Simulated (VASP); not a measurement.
# ScAl3As4 (P3m1) in VASP: a series of runs

ScAl3As4 is run at these levels: PBE; tasks: single point, relaxation of shape and atoms at fixed volume.

Everything below comes from runs of VASP 6.6.1. Logs are shortened: lines on timing, memory, paths and dates and some standing lists are left out, and cuts for length are marked.

### Step 1. The cell of the first run

The structure is trigonal, space group P3m1 (No. 156). Conventional cell: a = 4.144 Å, b = 4.144 Å, c = 13.805 Å, α = 90.00°, β = 90.00°, γ = 120.00°. Within 3.5 Å of Sc (site symmetry 3m) lie 6 As at 2.68 to 3.26 Å and 1 Al at 3.27 Å. Within 3.3 Å of Al (site symmetry 3m) lie 4 As at 2.53 to 2.61 Å and 1 Sc at 3.27 Å. Within 3.3 Å of Al (site symmetry 3m) lie 4 As at 2.53 to 2.55 Å. Al (site symmetry 3m) has 4 As at 2.51 to 2.55 Å within 3.3 Å. Within 3.4 Å of As (site symmetry 3m) lie 3 Al at 2.61 Å and 3 Sc at 3.26 Å. As (site symmetry 3m) has 4 Al at 2.53 to 2.55 Å within 3.3 Å. Within 3.3 Å of As (site symmetry 3m) lie 4 Al at 2.53 to 2.55 Å. Within 3.3 Å of As (site symmetry 3m) lie 1 Al at 2.51 Å and 3 Sc at 2.68 Å.

### Step 2. Single point, PBE (25.66 Å³/atom)

Input file INCAR:

```
SYSTEM = ScAl3As4
PREC     = Accurate       ! precision mode
ENCUT    = 520            ! plane-wave cutoff, eV
EDIFF    = 1E-7           ! SCF threshold, eV
ISMEAR   = 0              ! smearing method
SIGMA    = 0.02           ! smearing width, eV
LREAL    = .False.        ! projectors in reciprocal space
LASPH    = .True.         ! aspherical terms in the spheres
NELM     = 60             ! most SCF steps
ALGO     = Normal         ! electronic algorithm
ISIF     = 2              ! what is computed and relaxed
LWAVE    = .False.        ! write WAVECAR
LCHARG   = .False.        ! write CHGCAR
GGA      = PE             ! functional
NBANDS   = 30             ! bands
```

Input file KPOINTS:

```
regular mesh
0
Gamma
  12 12 2
  0 0 0
```

Input file POSCAR:

```
ScAl3As4
1.0
    4.1439865499      0.0000000000      0.0000000000
   -2.0719932750      3.5887976252      0.0000000000
    0.0000000000      0.0000000000     13.8048414946
Sc Al As
1 3 4
Direct
    0.0000000000      0.0000000000      0.0814780207
    0.0000000000      0.0000000000      0.3184741154
    0.6666666667      0.3333333333      0.5650768995
    0.3333333333      0.6666666667      0.8117299145
    0.6666666667      0.3333333333      0.2421955534
    0.0000000000      0.0000000000      0.5019862847
    0.6666666667      0.3333333333      0.7483823126
    0.3333333333      0.6666666667      0.9936768993
```

Potentials or basis: VASP PAW PBE potentials, release 64 (Sc_sv, Al, As).

Launch:

```bash
$ cat potpaw_PBE.64/Sc_sv/POTCAR potpaw_PBE.64/Al/POTCAR potpaw_PBE.64/As/POTCAR > POTCAR
$ mpirun -np 1 vasp_std > vasp.out
```

OUTCAR:

```text
SYSTEM = ScAl3As4
   PREC = Accurate
   ENCUT = 520
   EDIFF = 1E-7
   ISMEAR = 0
   LREAL = .False.
   LASPH = .True.
   NELM = 60
   ISIF = 2
   GGA = PE

 ion  position               nearest neighbor table
   1  0.000  0.000  0.081-   8 2.68   8 2.68   8 2.68   2 3.27
   2  0.000  0.000  0.318-   6 2.53   5 2.61   5 2.61   5 2.61   1 3.27
   3  0.667  0.333  0.565-   7 2.53   6 2.55   6 2.55   6 2.55
   4  0.333  0.667  0.812-   8 2.51   7 2.55   7 2.55   7 2.55
   5  0.667  0.333  0.242-   2 2.61   2 2.61   2 2.61
   6  0.000  0.000  0.502-   2 2.53   3 2.55   3 2.55   3 2.55
   7  0.667  0.333  0.748-   3 2.53   4 2.55   4 2.55   4 2.55
   8  0.333  0.667  0.994-   4 2.51   1 2.68   1 2.68   1 2.68

  LATTYP: Found a hexagonal cell.
 ALAT       =     4.1439865499
 C/A-ratio  =     3.3312949568

  Lattice vectors:

 A1 = (   4.1439865499,   0.0000000000,   0.0000000000)
 A2 = (  -2.0719932750,   3.5887976252,   0.0000000000)
 A3 = (   0.0000000000,   0.0000000000,  13.8048414946)

Analysis of symmetry for initial positions (statically):
=====================================================================
 Subroutine PRICEL returns:
 Original cell was already a primitive cell.

 Routine SETGRP: Setting up the symmetry group for a
 hexagonal supercell.

 Subroutine GETGRP returns: Found  6 space group operations
 (whereof  6 operations were pure point group operations)
 out of a pool of 24 trial point group operations.

The static configuration has the point symmetry C_3v.

Analysis of symmetry for dynamics (positions and initial velocities):
=====================================================================
 Subroutine PRICEL returns:
 Original cell was already a primitive cell.

 Routine SETGRP: Setting up the symmetry group for a
 hexagonal supercell.

 Subroutine GETGRP returns: Found  6 space group operations
 (whereof  6 operations were pure point group operations)
 out of a pool of 24 trial point group operations.

The dynamic configuration has the point symmetry C_3v.

 Subroutine INISYM returns: Found  6 space group operations
 (whereof  6 operations are pure point group operations),
 and found     1 'primitive' translations

----------------------------------------------------------------------------------------

                                     Primitive cell

  volume of cell :     205.3046

  direct lattice vectors                    reciprocal lattice vectors
     4.143986550  0.000000000  0.000000000     0.241313525  0.139322428  0.000000000
    -2.071993275  3.588797625  0.000000000     0.000000000  0.278644857  0.000000000
     0.000000000  0.000000000 13.804841495     0.000000000  0.000000000  0.072438354

  length of vectors
     4.143986550  4.143986550 13.804841495     0.278644857  0.278644857  0.072438354

  position of ions in fractional coordinates (direct lattice)
     0.000000000  0.000000000  0.081478021
     0.000000000  0.000000000  0.318474115
     0.666666667  0.333333333  0.565076899
     0.333333333  0.666666667  0.811729914
     0.666666667  0.333333333  0.242195553
     0.000000000  0.000000000  0.501986285
     0.666666667  0.333333333  0.748382313
     0.333333333  0.666666667  0.993676899

  ion indices of the primitive-cell ions
   primitive index   ion index
                 1           1
                 2           2
                 3           3
                 4           4
                 5           5
                 6           6
                 7           7
                 8           8

----------------------------------------------------------------------------------------

 KPOINTS: regular mesh

Automatic generation of k-mesh.
 Grid dimensions read from file:
 generate k-points for:   12   12    2

 Generating k-lattice:

  Cartesian coordinates                     Fractional coordinates (reciprocal lattice)
     0.020109460  0.011610202  0.000000000     0.083333333 -0.000000000  0.000000000
     0.000000000  0.023220405  0.000000000     0.000000000  0.083333333  0.000000000
     0.000000000  0.000000000  0.036219177     0.000000000  0.000000000  0.500000000

  Length of vectors
     0.023220405  0.023220405  0.036219177

  Shift w.r.t. Gamma in fractional coordinates (k-lattice)
     0.000000000  0.000000000  0.000000000

 Subroutine IBZKPT returns following result:
 ===========================================

 Found     38 irreducible k-points:

 Following reciprocal coordinates:
            Coordinates               Weight
  0.000000  0.000000  0.000000      1.000000
  0.083333  0.000000  0.000000      6.000000
  0.166667  0.000000  0.000000      6.000000
  0.250000 -0.000000  0.000000      6.000000
  0.333333  0.000000  0.000000      6.000000
  0.416667  0.000000  0.000000      6.000000
[... 16 lines left out ...]
  0.250000 -0.000000  0.500000      6.000000
  0.333333  0.000000  0.500000      6.000000
 [... further k-points ...]
   k-points           NKPTS =     38   k-points in BZ     NKDIM =     38   number of bands    NBANDS=     30
   number of dos      NEDOS =    301   number of ions     NIONS =      8
   total plane-waves  NPLWV = 110592
   dimension x,y,z NGX =    32 NGY =   32 NGZ =  108
   dimension x,y,z NGXF=    64 NGYF=   64 NGZF=  216
   ions per type =               1   3   4
   NGX,Y,Z   is equivalent  to a cutoff of  12.84, 12.84, 13.01 a.u.
   NGXF,Y,Z  is equivalent  to a cutoff of  25.68, 25.68, 26.01 a.u.
 SYSTEM =  ScAl3As4
   PREC   = accura    normal or accurate (medium, high low for compatibility)
   ISTART =      0    job   : 0-new  1-cont  2-samecut
   ICHARG =      2    charge: 1-file 2-atom 10-const
   ISPIN  =      1    spin polarized calculation?
   LNONCOLLINEAR =      F non collinear calculations
   LSORBIT =      F    spin-orbit coupling
   LASPH  =      T    aspherical Exc in radial PAW
   ENCUT  =  520.0 eV  38.22 Ry    6.18 a.u.   7.71  7.71 25.67*2*pi/ulx,y,z
   NELM   =     60;   NELMIN=  2; NELMDL= -5     # of ELM steps
   EDIFF  = 0.1E-06   stopping-criterion for ELM
   LREAL  =      F    real-space projection
   EDIFFG = 0.1E-05   stopping-criterion for IOM
   NSW    =      0    number of steps for IOM
   IBRION =     -1    ionic relax: 0-MD 1-quasi-New 2-CG
   NFREE  =      0    steps in history (QN), initial steepest desc. (CG)
   ISIF   =      2    stress and relaxation
   ISYM   =      2    0-nonsym 1-usesym 2-fastsym
   POTIM  = 0.5000    time-step for ionic-motion
   TEBEG  =    0.0;   TEEND  =   0.0 temperature during run
   PSTRESS=    0.0 pullay stress
   NELECT =      40.0000    total number of electrons
   NUPDOWN=      -1.0000    fix difference up-down
   EMIN   =  10.00;   EMAX   =-10.00  energy-range for DOS
   EFERMI =   0.00;   METHOD = LEGACY
   ISMEAR =     0;   SIGMA  =   0.02  broadening in eV -4-tet -1-fermi 0-gaus
   EFERMI_NEDOS =   21; number of points for ismear=-14 and -15
   IALGO  =     38    algorithm
   IMIX   =      4    mixing-type and parameters
     AMIX     =   0.40;   BMIX     =  1.00
     AMIX_MAG =   1.60;   BMIX_MAG =  1.00
  volume/ion in A,a.u.               =      25.66       173.18
  Fermi-wavevector in a.u.,A,eV,Ry     =   0.949063  1.793470 12.255059  0.900721
  Thomas-Fermi vector in A             =   2.077311
   LORBIT       =      0    0 simple, 1 ext, 2 COOP (PROOUT), +10 PAW based schemes
   GGA     = PE    functional components
   LHFCALC =     F    Hartree Fock is set to
   AEXX    =    0.0000 exact exchange contribution
   IVDW    =     0    specifies the selected vdW correction
   LEPSILON=     F    determine dielectric tensor
   LRPA    =     F    only Hartree local field effects (RPA)
 non-spin polarized calculation
 Gauss-broadening in eV      SIGMA  =   0.02
  energy-cutoff  :      520.00
  volume of cell :      205.30
 maximum number of plane-waves:      5596
 NGX is ok and might be reduce to    32
   NGX = 15   NGY = 15   NGZ = 51

 number of electron      40.0000002 magnetization

 Free energy of the ion-electron system (eV)
  ---------------------------------------------------
  ext. energy  EPLUGINS =         0.00000000
  ---------------------------------------------------
  free energy    TOTEN  =       -40.53298972 eV

  energy without entropy =      -40.53298972  energy(sigma->0) =      -40.53298972

 E-fermi :   3.0734     XC(G=0):  -8.7622

 val. band max:        2.9792329234   @ k =   0.0000   0.0000   0.0000
 cond. band min:       3.7078817501   @ k =   0.0000   0.0000   0.5000
 fundamental gap:      0.7286488266
 Fermi energy:         3.0733754762

 k-point     1 :       0.0000    0.0000    0.0000
  band No.  band energies     occupation
      1     -46.6650      2.00000
      2     -25.3469      2.00000
      3     -25.2212      2.00000
      4     -25.2212      2.00000
      5      -8.3678      2.00000
      6      -7.9094      2.00000
[... 22 lines left out ...]
     29       7.0287      0.00000
     30       7.0474      0.00000

 k-point     2 :       0.0833    0.0000    0.0000
  band No.  band energies     occupation
      1     -46.6648      2.00000
      2     -25.3466      2.00000
      3     -25.2232      2.00000
      4     -25.2216      2.00000
      5      -8.3159      2.00000
      6      -7.8609      2.00000
[... 22 lines left out ...]
     29       6.8527      0.00000
     30       7.2332      0.00000

 k-point     3 :       0.1667    0.0000    0.0000
  band No.  band energies     occupation
      1     -46.6645      2.00000
      2     -25.3457      2.00000
      3     -25.2289      2.00000
      4     -25.2229      2.00000
      5      -8.1653      2.00000
      6      -7.7212      2.00000
[... 22 lines left out ...]
     29       6.7651      0.00000
     30       7.2097      0.00000

 k-point     4 :       0.2500   -0.0000    0.0000
  band No.  band energies     occupation
      1     -46.6641      2.00000
      2     -25.3444      2.00000
      3     -25.2366      2.00000
      4     -25.2247      2.00000
      5      -7.9326      2.00000
      6      -7.5099      2.00000
[... 22 lines left out ...]
     29       6.6623      0.00000
     30       7.5190      0.00000

 k-point     5 :       0.3333    0.0000    0.0000
  band No.  band energies     occupation
      1     -46.6636      2.00000
      2     -25.3432      2.00000
      3     -25.2442      2.00000
      4     -25.2265      2.00000
      5      -7.6529      2.00000
      6      -7.2672      2.00000
[... 22 lines left out ...]
     29       6.5002      0.00000
     30       7.1067      0.00000
[... 526 lines left out ...]
     29       6.8299      0.00000
     30       7.0824      0.00000

 k-point    22 :       0.1667    0.0000    0.5000
  band No.  band energies     occupation
      1     -46.6645      2.00000
      2     -25.3457      2.00000
      3     -25.2289      2.00000
      4     -25.2229      2.00000
      5      -8.1506      2.00000
      6      -7.7875      2.00000
[... 22 lines left out ...]
     29       6.9660      0.00000
     30       7.3358      0.00000

 k-point    23 :       0.2500   -0.0000    0.5000
  band No.  band energies     occupation
      1     -46.6641      2.00000
      2     -25.3444      2.00000
      3     -25.2366      2.00000
      4     -25.2247      2.00000
      5      -7.9211      2.00000
      6      -7.5642      2.00000
[... 22 lines left out ...]
     29       6.9689      0.00000
     30       7.2454      0.00000

 k-point    24 :       0.3333    0.0000    0.5000
  band No.  band energies     occupation
      1     -46.6636      2.00000
      2     -25.3432      2.00000
      3     -25.2442      2.00000
      4     -25.2265      2.00000
      5      -7.6457      2.00000
      6      -7.3034      2.00000
[... 22 lines left out ...]
     29       6.5519      0.00000
     30       6.8922      0.00000

 [... further k-points ...]

------------------------ aborting loop because EDIFF is reached ----------------------------------------

  FORCE on cell =-STRESS in cart. coord.  units (eV):
  Direction    XX          YY          ZZ          XY          YZ          ZX
  --------------------------------------------------------------------------------------
  -------------------------------------------------------------------------------------
  Total       -6.2634118     -6.2634118     -6.2451685      0.0000000      0.0000000      0.0000000
  in kB      -48.8790566    -48.8790566    -48.7366882      0.0000000      0.0000000      0.0000000
  external PRESSURE =     -48.8316005 kB  Pullay stress =       0.0000000 kB

 VOLUME and BASIS-vectors are now :
 -----------------------------------------------------------------------------
  energy-cutoff  :      520.00
  volume of cell :      205.30
      direct lattice vectors                 reciprocal lattice vectors
     4.143986550  0.000000000  0.000000000     0.241313525  0.139322428  0.000000000
    -2.071993275  3.588797625  0.000000000     0.000000000  0.278644857  0.000000000
     0.000000000  0.000000000 13.804841495     0.000000000  0.000000000  0.072438354

 POSITION                                       TOTAL-FORCE (eV/Angst)
 -----------------------------------------------------------------------------------
      0.00000      0.00000      1.12479         0.000000     -0.000000      0.020291
      0.00000      0.00000      4.39648         0.000000     -0.000000     -0.004355
      2.07199      1.19627      7.80080        -0.000000      0.000000     -0.002294
     -0.00000      2.39253     11.20580        -0.000000      0.000000     -0.004401
      2.07199      1.19627      3.34347         0.000000     -0.000000     -0.001434
      0.00000      0.00000      6.92984         0.000000     -0.000000      0.002841
      2.07199      1.19627     10.33130         0.000000     -0.000000      0.001910
     -0.00000      2.39253     13.71755         0.000000      0.000000     -0.012558
 -----------------------------------------------------------------------------------
    total drift:                               -0.000000      0.000000      0.000052

  FREE ENERGIE OF THE ION-ELECTRON SYSTEM (eV)
  ---------------------------------------------------
  free  energy   TOTEN  =       -40.5329897215 eV

  energy  without entropy=      -40.5329897215  energy(sigma->0) =      -40.53298972
```

Wall time 8.6 min (1 thread of Intel Xeon 8259CL, shared host); peak memory 0.48 GiB.

Results:

```
Free energy            : -40.5330 eV
Pressure               : -4.9 GPa
Largest force          : 0.020 eV/Å
Band gap on the k mesh : 0.73 eV (least direct gap 0.80 eV)
```

Forces on the atoms (eV/Å):
```
Sc   0.000  0.000  0.020
Al   0.000  0.000 -0.004
Al   0.000  0.000 -0.002
Al   0.000  0.000 -0.004
As   0.000  0.000 -0.001
As   0.000  0.000  0.003
As   0.000  0.000  0.002
As   0.000  0.000 -0.013
```

Caveat: the cell stands under tension; semilocal functionals underestimate gaps, and a narrow one can read as zero.

(Part 1 of 2 ends here.)

The gap in the log of VASP goes by the Fermi energy; the results here count the filled bands.